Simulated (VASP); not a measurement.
Write the native input for VASP 6.6.1 that does the following.

```
Task                   : single point
Functional             : PBEsol
Potentials or basis    : VASP PAW PBE potentials, release 64 (Ga_d, N)
Cutoff                 : 520 eV
k mesh                 : 12 × 12 × 6
Occupations            : gaussian, width 0.02 eV
Spin                   : no spin polarisation
Dipole correction      : no
Further INCAR settings : ALGO = Normal; EDIFF = 1e-07; NBANDS = 26
```

The structure of GaN lies in POSCAR:

```
GaN
1.0
    3.1825784871      0.0000000000      0.0000000000
   -1.5912892436      2.7561938193      0.0000000000
    0.0000000000      0.0000000000      5.1854260757
Ga N
2 2
Direct
    0.3333333333      0.6666666667     -0.0008058930
    0.6666666667      0.3333333333      0.4991941070
    0.3333333333      0.6666666667      0.3758058930
    0.6666666667      0.3333333333      0.8758058930
```

One way to write it, as run:

INCAR

```
  PREC = Accurate
  ENCUT = 520
  EDIFF = 1E-7
  ISMEAR = 0
  SIGMA = 0.02
  LREAL = False
  LASPH = True
  NELM = 60
  ALGO = Normal
  ISIF = 2
  LWAVE = False
  LCHARG = True
  GGA = PS
  LELF = True
  LVHAR = True
  NBANDS = 26
```

KPOINTS

```
regular mesh
0
Gamma
  12 12 6
```

Potentials or basis: VASP PAW PBE potentials, release 64 (Ga_d, N).

The run is started by

```sh
$ cat potpaw_PBE.64/Ga_d/POTCAR potpaw_PBE.64/N/POTCAR > POTCAR
$ mpirun -np 1 vasp_std > vasp.out
```

It gave:

```yaml
Pressure: -0.2 GPa
Band_gap_on_the_k_mesh: 1.89 eV
```

Caveat: the PAW data sets were made with another functional, which shifts forces and pressure a little.

Run time: 110 s on 1 thread of Intel Xeon 8259CL (shared host), peak memory 0.21 GiB.
